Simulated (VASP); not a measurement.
# Al2Cu (I4/mmm) in VASP: further runs

Al2Cu is run at these levels: LDA; tasks: single point.

Everything below comes from runs of VASP 6.6.1. Logs are shortened: lines on timing, memory, paths and dates and some standing lists are left out, and cuts for length are marked.

### 1 The cell of the first run

It takes space group I4/mmm (No. 139, tetragonal). The conventional cell has a = 4.006 Å, b = 4.006 Å, c = 5.625 Å, α = 90.00°, β = 90.00°, γ = 90.00°. Within 3.2 Å of Cu (site symmetry 4/mmm) lie 8 Al at 2.45 Å. Within 3.2 Å of Al (site symmetry -4m2) lie 4 Cu at 2.45 Å and 6 Al at 2.81 to 2.83 Å.

### 2 Single point, LDA (volume scaled by 0.96)

Contents of INCAR:

```
SYSTEM = Al2Cu
ALGO = Normal ; EDIFF = 1E-6
ENCUT = 520 ; ISIF = 2
ISMEAR = -1 ; LASPH = .TRUE.
LCHARG = .TRUE. ; LELF = .TRUE.
LREAL = .FALSE. ; LVHAR = .TRUE.
LWAVE = .FALSE. ; NBANDS = 16
NELM = 80 ; PREC = Accurate
SIGMA = 0.05
```

Contents of KPOINTS:

```
k-points
0
G
  9 9 9
  0 0 0
```

Contents of POSCAR:

```
Al2Cu
1.0
   -2.0028971430      2.0028971430      2.8125609791
    2.0028971430     -2.0028971430      2.8125609791
    2.0028971430      2.0028971430     -2.8125609791
Cu Al
1 2
Direct
    0.5000000000      0.5000000000      0.0000000000
    0.2500000000      0.7500000000      0.5000000000
    0.7500000000      0.2500000000      0.5000000000
```

Potentials or basis: VASP PAW LDA potentials, release 64 (Cu, Al).

The run is started by

```sh
> cat potpaw_LDA.64/Cu/POTCAR potpaw_LDA.64/Al/POTCAR > POTCAR
> mpirun -np 1 vasp_std > vasp.out
```

OUTCAR:

```text
SYSTEM = Al2Cu
   EDIFF = 1E-6
   ENCUT = 520
   ISIF = 2
   ISMEAR = -1
   LASPH = .TRUE.
   LREAL = .FALSE.
   NELM = 80
   PREC = Accurate

 ion  position               nearest neighbor table
   1  0.500  0.500  0.000-   2 2.45   3 2.45   2 2.45   3 2.45   2 2.45   3 2.45   2 2.45   3 2.45

   2  0.250  0.750  0.500-   1 2.45   1 2.45   1 2.45   1 2.45   3 2.81   3 2.81   3 2.83   3 2.83
                             3 2.83   3 2.83
   3  0.750  0.250  0.500-   1 2.45   1 2.45   1 2.45   1 2.45   2 2.81   2 2.81   2 2.83   2 2.83
                             2 2.83   2 2.83

  LATTYP: Found a body centered tetragonal cell.
 ALAT       =     4.0057942860
 C/A-ratio  =     1.4042463383

  Lattice vectors:

 A1 = (  -2.0028971430,   2.0028971430,   2.8125609791)
 A2 = (   2.0028971430,  -2.0028971430,   2.8125609791)
 A3 = (   2.0028971430,   2.0028971430,  -2.8125609791)

Analysis of symmetry for initial positions (statically):
=====================================================================
 Subroutine PRICEL returns:
 Original cell was already a primitive cell.

 Routine SETGRP: Setting up the symmetry group for a
 body centered tetragonal supercell.

 Subroutine GETGRP returns: Found 16 space group operations
 (whereof 16 operations were pure point group operations)
 out of a pool of 16 trial point group operations.

The static configuration has the point symmetry D_4h.

Analysis of symmetry for dynamics (positions and initial velocities):
=====================================================================
 Subroutine PRICEL returns:
 Original cell was already a primitive cell.

 Routine SETGRP: Setting up the symmetry group for a
 body centered tetragonal supercell.

 Subroutine GETGRP returns: Found 16 space group operations
 (whereof 16 operations were pure point group operations)
 out of a pool of 16 trial point group operations.

The dynamic configuration has the point symmetry D_4h.

 Subroutine INISYM returns: Found 16 space group operations
 (whereof 16 operations are pure point group operations),
 and found     1 'primitive' translations

----------------------------------------------------------------------------------------

                                     Primitive cell

  volume of cell :      45.1314

  direct lattice vectors                    reciprocal lattice vectors
    -2.002897143  2.002897143  2.812560979     0.000000000  0.249638381  0.177773923
     2.002897143 -2.002897143  2.812560979     0.249638381  0.000000000  0.177773923
     2.002897143  2.002897143 -2.812560979     0.249638381  0.249638381  0.000000000

  length of vectors
     3.991703044  3.991703044  3.991703044     0.306468414  0.306468414  0.353041984

  position of ions in fractional coordinates (direct lattice)
     0.500000000  0.500000000  0.000000000
     0.250000000  0.750000000  0.500000000
     0.750000000  0.250000000  0.500000000

  ion indices of the primitive-cell ions
   primitive index   ion index
                 1           1
                 2           2
                 3           3

----------------------------------------------------------------------------------------

 KPOINTS: k-points

Automatic generation of k-mesh.
 Grid dimensions read from file:
 generate k-points for:    9    9    9

 Generating k-lattice:

  Cartesian coordinates                     Fractional coordinates (reciprocal lattice)
     0.000000000  0.027737598  0.019752658     0.111111111  0.000000000  0.000000000
     0.027737598  0.000000000  0.019752658     0.000000000  0.111111111  0.000000000
     0.027737598  0.027737598  0.000000000     0.000000000  0.000000000  0.111111111

  Length of vectors
     0.034052046  0.034052046  0.039226887

  Shift w.r.t. Gamma in fractional coordinates (k-lattice)
     0.000000000  0.000000000  0.000000000

 Subroutine IBZKPT returns following result:
 ===========================================

 Found     75 irreducible k-points:

 Following reciprocal coordinates:
            Coordinates               Weight
  0.000000  0.000000  0.000000      1.000000
  0.111111  0.000000 -0.000000      8.000000
  0.222222  0.000000  0.000000      8.000000
  0.333333  0.000000 -0.000000      8.000000
  0.444444  0.000000  0.000000      8.000000
  0.111111  0.111111 -0.000000      8.000000
[... 16 lines left out ...]
 -0.333333  0.333333  0.000000      4.000000
  0.444444  0.444444 -0.000000      8.000000
 [... further k-points ...]
   k-points           NKPTS =     75   k-points in BZ     NKDIM =     75   number of bands    NBANDS=     16
   number of dos      NEDOS =    301   number of ions     NIONS =      3
   total plane-waves  NPLWV =  27000
   dimension x,y,z NGX =    30 NGY =   30 NGZ =   30
   dimension x,y,z NGXF=    60 NGYF=   60 NGZF=   60
   ions per type =               1   2
   NGX,Y,Z   is equivalent  to a cutoff of  12.49, 12.49, 12.49 a.u.
   NGXF,Y,Z  is equivalent  to a cutoff of  24.99, 24.99, 24.99 a.u.
 SYSTEM =  Al2Cu
   PREC   = accura    normal or accurate (medium, high low for compatibility)
   ISTART =      0    job   : 0-new  1-cont  2-samecut
   ICHARG =      2    charge: 1-file 2-atom 10-const
   ISPIN  =      1    spin polarized calculation?
   LNONCOLLINEAR =      F non collinear calculations
   LSORBIT =      F    spin-orbit coupling
   LASPH  =      T    aspherical Exc in radial PAW
   ENCUT  =  520.0 eV  38.22 Ry    6.18 a.u.   7.42  7.42  7.42*2*pi/ulx,y,z
   NELM   =     80;   NELMIN=  2; NELMDL= -5     # of ELM steps
   EDIFF  = 0.1E-05   stopping-criterion for ELM
   LREAL  =      F    real-space projection
   EDIFFG = 0.1E-04   stopping-criterion for IOM
   NSW    =      0    number of steps for IOM
   IBRION =     -1    ionic relax: 0-MD 1-quasi-New 2-CG
   NFREE  =      0    steps in history (QN), initial steepest desc. (CG)
   ISIF   =      2    stress and relaxation
   ISYM   =      2    0-nonsym 1-usesym 2-fastsym
   POTIM  = 0.5000    time-step for ionic-motion
   TEBEG  =    0.0;   TEEND  =   0.0 temperature during run
   PSTRESS=    0.0 pullay stress
   NELECT =      17.0000    total number of electrons
   NUPDOWN=      -1.0000    fix difference up-down
   EMIN   =  10.00;   EMAX   =-10.00  energy-range for DOS
   EFERMI =   0.00;   METHOD = LEGACY
   ISMEAR =    -1;   SIGMA  =   0.05  broadening in eV -4-tet -1-fermi 0-gaus
   EFERMI_NEDOS =   21; number of points for ismear=-14 and -15
   IALGO  =     38    algorithm
   IMIX   =      4    mixing-type and parameters
     AMIX     =   0.40;   BMIX     =  1.00
     AMIX_MAG =   1.60;   BMIX_MAG =  1.00
  volume/ion in A,a.u.               =      15.04       101.52
  Fermi-wavevector in a.u.,A,eV,Ry     =   1.182310  2.234242 19.019001  1.397857
  Thomas-Fermi vector in A             =   2.318567
   LORBIT       =      0    0 simple, 1 ext, 2 COOP (PROOUT), +10 PAW based schemes
   GGA     = CA    functional components
   LHFCALC =     F    Hartree Fock is set to
   AEXX    =    0.0000 exact exchange contribution
   IVDW    =     0    specifies the selected vdW correction
   LEPSILON=     F    determine dielectric tensor
   LRPA    =     F    only Hartree local field effects (RPA)
 non-spin polarized calculation
  energy-cutoff  :      520.00
  volume of cell :       45.13
 maximum number of plane-waves:      1243
 NGX is ok and might be reduce to    30
   NGX = 15   NGY = 15   NGZ = 15

 number of electron      17.0000015 magnetization

 Free energy of the ion-electron system (eV)
  ---------------------------------------------------
  ext. energy  EPLUGINS =         0.00000000
  ---------------------------------------------------
  free energy    TOTEN  =       -13.69285118 eV

  energy without entropy =      -13.67992616  energy(sigma->0) =      -13.68638867

 E-fermi :   7.3746     XC(G=0): -10.9003

 val. band max:        7.3570511551   @ k =  -0.1111   0.1111   0.1111
 cond. band min:       7.3762085539   @ k =  -0.2222  -0.3333   0.1111
 fundamental gap:      0.0191573988
 Fermi energy:         7.3745710053

 k-point     1 :       0.0000    0.0000    0.0000
  band No.  band energies     occupation
      1      -3.1399      2.00000
      2       2.5382      2.00000
      3       2.5441      2.00000
      4       2.5441      2.00000
      5       3.1294      2.00000
      6       3.1392      2.00000
[... 8 lines left out ...]
     15      14.5003      0.00000
     16      14.7383      0.00000

 k-point     2 :       0.1111    0.0000   -0.0000
  band No.  band energies     occupation
      1      -2.9685      2.00000
      2       2.4893      2.00000
      3       2.5668      2.00000
      4       2.5701      2.00000
      5       3.1233      2.00000
      6       3.1325      2.00000
[... 8 lines left out ...]
     15      13.4148      0.00000
     16      14.2011      0.00000

 k-point     3 :       0.2222    0.0000    0.0000
  band No.  band energies     occupation
      1      -2.4598      2.00000
      2       2.3210      2.00000
      3       2.6272      2.00000
      4       2.6288      2.00000
      5       3.1206      2.00000
      6       3.1275      2.00000
[... 8 lines left out ...]
     15      13.4817      0.00000
     16      15.0672      0.00000

 k-point     4 :       0.3333    0.0000   -0.0000
  band No.  band energies     occupation
      1      -1.6367      2.00000
      2       1.9189      2.00000
      3       2.6748      2.00000
      4       2.6766      2.00000
      5       3.1497      2.00000
      6       3.1519      2.00000
[... 8 lines left out ...]
     15      15.0329      0.00000
     16      16.7856      0.00000

 k-point     5 :       0.4444    0.0000    0.0000
  band No.  band energies     occupation
      1      -0.6031      2.00000
      2       1.0152      2.00000
      3       2.6890      2.00000
      4       2.6934      2.00000
      5       3.1902      2.00000
      6       3.1922      2.00000
[... 8 lines left out ...]
     15      16.8723      0.00000
     16      18.6429      0.00000

 k-point     6 :       0.1111    0.1111   -0.0000
  band No.  band energies     occupation
      1      -2.6833      2.00000
      2       2.4073      2.00000
      3       2.5990      2.00000
      4       2.6127      2.00000
      5       3.0931      2.00000
      6       3.1483      2.00000
[... 8 lines left out ...]
     15      14.4754      0.00000
     16      15.3210      0.00000
[... 267 lines left out ...]
 k-point    21 :       0.4444    0.3333   -0.0000
  band No.  band energies     occupation
      1       0.6783      2.00000
      2       1.6501      2.00000
      3       2.1817      2.00000
      4       2.9738      2.00000
      5       3.0891      2.00000
      6       3.2040      2.00000
[... 8 lines left out ...]
     15      17.8177      0.00000
     16      18.3840      0.00000

 k-point    22 :      -0.4444    0.3333   -0.0000
  band No.  band energies     occupation
      1      -0.3276      2.00000
      2       2.0082      2.00000
      3       2.4891      2.00000
      4       2.9413      2.00000
      5       3.0187      2.00000
      6       3.2688      2.00000
[... 8 lines left out ...]
     15      18.1676      0.00000
     16      19.8093      0.00000

 k-point    23 :      -0.3333    0.3333    0.0000
  band No.  band energies     occupation
      1      -1.1271      2.00000
      2       2.1278      2.00000
      3       2.7358      2.00000
      4       2.8589      2.00000
      5       2.8702      2.00000
      6       3.2637      2.00000
[... 8 lines left out ...]
     15      17.7886      0.00000
     16      18.2737      0.00000

 k-point    24 :       0.4444    0.4444   -0.0000
  band No.  band energies     occupation
      1       1.1419      2.00000
      2       1.3955      2.00000
      3       1.9430      2.00000
      4       3.0473      2.00000
      5       3.1189      2.00000
      6       3.2672      2.00000
[... 8 lines left out ...]
     15      18.2967      0.00000
     16      19.5503      0.00000

 [... further k-points ...]

------------------------ aborting loop because EDIFF is reached ----------------------------------------

  FORCE on cell =-STRESS in cart. coord.  units (eV):
  Direction    XX          YY          ZZ          XY          YZ          ZX
  --------------------------------------------------------------------------------------
  -------------------------------------------------------------------------------------
  Total        0.5347127      0.5347127      0.5840074      0.0000000     -0.0000000      0.0000000
  in kB       18.9824321     18.9824321     20.7324052      0.0000000     -0.0000000      0.0000000
  external PRESSURE =      19.5657565 kB  Pullay stress =       0.0000000 kB

 VOLUME and BASIS-vectors are now :
 -----------------------------------------------------------------------------
  energy-cutoff  :      520.00
  volume of cell :       45.13
      direct lattice vectors                 reciprocal lattice vectors
    -2.002897143  2.002897143  2.812560979     0.000000000  0.249638381  0.177773923
     2.002897143 -2.002897143  2.812560979     0.249638381  0.000000000  0.177773923
     2.002897143  2.002897143 -2.812560979     0.249638381  0.249638381  0.000000000

 POSITION                                       TOTAL-FORCE (eV/Angst)
 -----------------------------------------------------------------------------------
      0.00000      0.00000      2.81256        -0.000000     -0.000000      0.000000
      2.00290      0.00000      1.40628        -0.000000      0.000000     -0.000000
      0.00000      2.00290      1.40628         0.000000     -0.000000      0.000000
 -----------------------------------------------------------------------------------
    total drift:                                0.000000     -0.000000      0.000000

  FREE ENERGIE OF THE ION-ELECTRON SYSTEM (eV)
  ---------------------------------------------------
  free  energy   TOTEN  =       -13.6928511768 eV

  energy  without entropy=      -13.6799261637  energy(sigma->0) =      -13.68638867
```

It took 86 s on 1 thread of Intel Xeon Platinum 8375C at 2.90GHz (Ice Lake), shared host; peak memory 0.18 GiB.

Results:

| Item | Value |
| --- | --- |
| Free energy | -13.6929 eV |
| Pressure | 2.0 GPa |

Levels at points of the mesh, in eV from the Fermi level:
| k point | band 6 | band 7 | band 8 | band 9 | band 10 | band 11 | band 12 | band 13 |
| --- | --- | --- | --- | --- | --- | --- | --- | --- |
| (0.00, 0.00, 0.00) | -4.24 | 2.93 | 2.93 | 2.99 | 3.04 | 3.12 | 3.12 | 4.64 |

(Part 1 of 2 ends here.)
